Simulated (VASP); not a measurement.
Input of a VASP 6.6.1 run:

INCAR

```
SYSTEM = Cu
  ALGO = Normal
  EDIFF = 1E-7
  ENCUT = 520
  GGA = PE
  ISIF = 2
  ISMEAR = -1
  LASPH = .True.
  LCHARG = .False.
  LREAL = Auto
  LWAVE = .False.
  NBANDS = 102
  NELM = 100
  PREC = Accurate
  SIGMA = 0.05
```

Contents of KPOINTS:

```
k-points
0
Gamma
  2 3 1
  0 0 0
```

The input POSCAR:

```
Cu
1.0
    7.2200000000      0.0000000000      0.0000000000
    0.0000000000      5.1053110000      0.0000000000
    0.0000000000      0.0000000000     16.8289830000
Cu
16
Direct
    0.2500000000      0.2499945645      0.0594212972
    0.7500000000      0.2499945645      0.0594212972
    0.2500000000      0.7500032809      0.0594212972
    0.7500000000      0.7500032809      0.0594212972
    0.0133795014      0.0637375470      0.1273576662
    0.4909972299      0.0260904772      0.1122765410
   -0.0048060942      0.5650586223      0.1394439581
    0.5133933518      0.5352073556      0.1291819001
    0.2377977839      0.2928518948      0.2130669453
    0.7520637119      0.3135166496      0.2201083690
    0.2310526316      0.7715102958      0.2139701490
    0.7298891967      0.8516425346      0.2213562162
    0.0140720222      0.0641097085      0.3013848193
    0.3265789474     -0.0243080196      0.3266091599
   -0.0127700831      0.5899150904      0.2746571198
    0.5071468144      0.5721296900      0.2865829741
```

Potentials or basis: VASP PAW PBE potentials, release 64 (Cu).

Run with:

```bash
$ cat potpaw_PBE.64/Cu/POTCAR > POTCAR
$ mpirun -np 1 vasp_std > vasp.out
```

Problem. Predict the band gap on the k mesh.

Solution. Zero (bands 88 and 89 overlap by 0.50 eV).

Problem. Estimate the largest force.

Solution. 2.171 eV/Å.

Forces in eV/Å, atoms in the order of the input:
```
Cu  -0.035  1.094 -0.486
Cu   0.256  0.414  0.138
Cu  -0.246  0.030  0.090
Cu   0.370  0.541 -0.147
Cu  -1.094 -0.804  0.454
Cu   0.656 -0.260  0.950
Cu  -0.445 -0.731 -1.606
Cu  -0.565 -0.504  0.407
Cu   0.700 -0.170  0.313
Cu  -0.173  0.155 -0.227
Cu   1.508  0.798 -0.915
Cu   0.050 -0.460 -0.279
Cu  -0.761  0.317 -0.732
Cu   0.876  0.365  0.343
Cu  -0.635 -0.596  1.988
Cu  -0.461 -0.191 -0.291
```

Caveat: the k points lie up to 0.44 Å⁻¹ apart; the atoms stand as in a frame of molecular dynamics.
